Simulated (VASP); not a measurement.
A run of VASP 6.6.1 is set up as follows.

INCAR

```
PREC = Accurate ; ENCUT = 520
EDIFF = 1E-6 ; ISMEAR = -1
SIGMA = 0.05 ; LREAL = Auto
LASPH = T ; NELM = 60
ALGO = Normal ; ISIF = 2
LWAVE = F ; LCHARG = F
GGA = PS ; NBANDS = 52
```

Contents of KPOINTS:

```
regular mesh
0
Gamma
  2 2 2
```

POSCAR

```
TiSi16
1.0
    0.0000000000      5.4300000000      5.4300000000
    5.4300000000      0.0000000000      5.4300000000
    5.4300000000      5.4300000000      0.0000000000
Si Ti
16 1
Direct
   -0.0063075506     -0.0203406998     -0.0303038674
    0.0367311234      0.1957734807      0.1487016575
   -0.0013904236      0.0113351750      0.5239686924
    0.1710865562      0.1049539595      0.6050460405
    0.0013904236      0.5434346225      0.0145580110
    0.1563720074      0.6499263352      0.1482136280
    0.0234069982      0.4859300184      0.5185451197
    0.0940515654      0.6518416206      0.6481952118
    0.3874953959     -0.0167219153      0.0443646409
    0.6094198895      0.0904696133      0.1145395948
    0.5444198895     -0.0217311234      0.4781399632
    0.6167955801      0.1091160221      0.6306998158
    0.5378729282      0.4638029466      0.0151289134
    0.6438489871      0.6616390424      0.0830018416
    0.5034162063      0.5065653775      0.4668968692
    0.6600460405      0.5924585635      0.6133977901
    0.3825874770      0.3707826888      0.8643738490
```

Potentials or basis: VASP PAW PBE potentials, release 64 (Si, Ti_sv).

The run is started by

```bash
$ cat potpaw_PBE.64/Si/POTCAR potpaw_PBE.64/Ti_sv/POTCAR > POTCAR
$ mpirun -np 1 vasp_std > vasp.out
```

Problem. Predict the band gap on the k mesh.

Solution. Zero (band 38 reaches 6.81 eV, above the bottom of band 39 at 6.61 eV).

Problem. Estimate the largest force.

Solution. 2.092 eV/Å.

Problem. Predict the pressure.

Solution. 0.3 GPa.

Stress tensor (GPa, compression positive):
```
 0.30 -1.77  0.85
-1.77  1.69 -0.47
 0.85 -0.47 -1.21
```

Caveat: the k points lie up to 0.50 Å⁻¹ apart; the PAW data sets were made with another functional, which shifts forces and pressure a little.
